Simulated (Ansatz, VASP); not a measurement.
## One calculation of Mo, two programs

```
Mo
1.0
     2.74882    0.00000    0.00000
    -1.37441    2.38055    0.00000
     0.00000    0.00000    2.53390
Mo
1
Direct
  0.00000 0.00000 0.50000
```

Alike in both runs: task single point; functional r2SCAN; k mesh 12 × 12 × 14; occupations gaussian, width 0.15 eV; no spin polarisation.

|  | VASP | Ansatz |
| --- | --- | --- |
| version | VASP 6.6.1 | Ansatz 0.2.0 |
| potentials or method | VASP PAW PBE potentials, release 64 (Mo_sv), cutoff 520 eV | scalar-relativistic, plane waves, PAW |
| valence electrons in the cell | 14 | 14 |

Ansatz gave:

* gap on the k mesh at the Fermi level (eV): none
* pressure (GPa): -0.3
* traceless stress, the component that is largest in VASP (GPa): -2.25

Question: Which values does VASP return?

Answer: gap on the k mesh at the Fermi level (eV): none; pressure (GPa): 0.7; traceless stress, the component that is largest in VASP (GPa): -2.02.

VASP's potentials were made for PBE, not for r2SCAN. A gap of «none» marks a metal or a gap that the smearing closes.
